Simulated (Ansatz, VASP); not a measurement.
## One calculation of SnSe, two programs

The input INCAR:

```
SYSTEM = SnSe
ALGO = Normal ; EDIFF = 1E-6
ENCUT = 520 ; GGA = PE
ISIF = 2 ; ISMEAR = -1
LASPH = .TRUE. ; LCHARG = .FALSE.
LREAL = .FALSE. ; LWAVE = .FALSE.
NBANDS = 17 ; NELM = 60
PREC = Accurate ; SIGMA = 0.02
```

The input KPOINTS:

```
k-points
0
G
  9 9 9
  0 0 0
```

POSCAR

```
SnSe
1.0
    0.0301000000      3.0250500000      3.0250500000
    3.0250500000      0.0301000000      3.0250500000
    3.0250500000      3.0250500000      0.0301000000
Sn Se
1 1
Direct
    0.0000000000      0.0000000000      0.0000000000
    0.5000000000      0.5000000000      0.5000000000
```

Input for Ansatz:

```yaml
crystal:
  lattice:
    - [0.0301, 3.02505, 3.02505]
    - [3.02505, 0.0301, 3.02505]
    - [3.02505, 3.02505, 0.0301]
  atoms:
    - { symbol: Sn, position: [0.0, 0.0, 0.0] }
    - { symbol: Se, position: [0.5, 0.5, 0.5] }
kpoints:
  mp_grid: { grid: [9, 9, 9] }
  band_path:
    path:
      - [0.0, 0.0, 0.0]
      - [0.5, 0.5, 0.5]
      - [0.247543133, 0.5, 0.752456867]
      - [-0.247543133, 0.247543133, 0.5]
      - [0.0, 0.0, 0.5]
      - [0.0, 0.0, 0.0]
      - [-0.3737715665, 0.0, 0.3737715665]
      - [0.0, 0.3737715665, 0.6262284335]
      - [0.0, 0.5, 0.5]
    npoints: 5
scf:
  occupations: { method: fermi_dirac, width: 0.02 }
hamiltonian:
  xc: pbe
  pseudopotentials: { kind: all_electron, lapw: { basis_error: 0.00025 } }
output:
  forces: true
  stress: true
  eigenvalues: true
```

Change from the starting cell: equal xy, yz and zx shear strains of +1 %.

Alike in both runs: task single point; functional PBE; k mesh 9 × 9 × 9; occupations fermi-dirac, width 0.02 eV; no spin polarisation.

|  | VASP | Ansatz |
| --- | --- | --- |
| version | VASP 6.6.1 | Ansatz 0.2.0 |
| potentials or method | VASP PAW PBE potentials, release 64 (Sn_d, Se), cutoff 520 eV | all-electron LAPW, scalar-relativistic |

|  | VASP | Ansatz | Ansatz less VASP |
| --- | --- | --- | --- |
| pressure (GPa) | 1.0 | 1.0 | +0.01 |
| traceless stress, the component that is largest in VASP (GPa) | -0.19 | -0.19 | 0.000 |

Ansatz ran all-electron here, and VASP with PAW potentials.
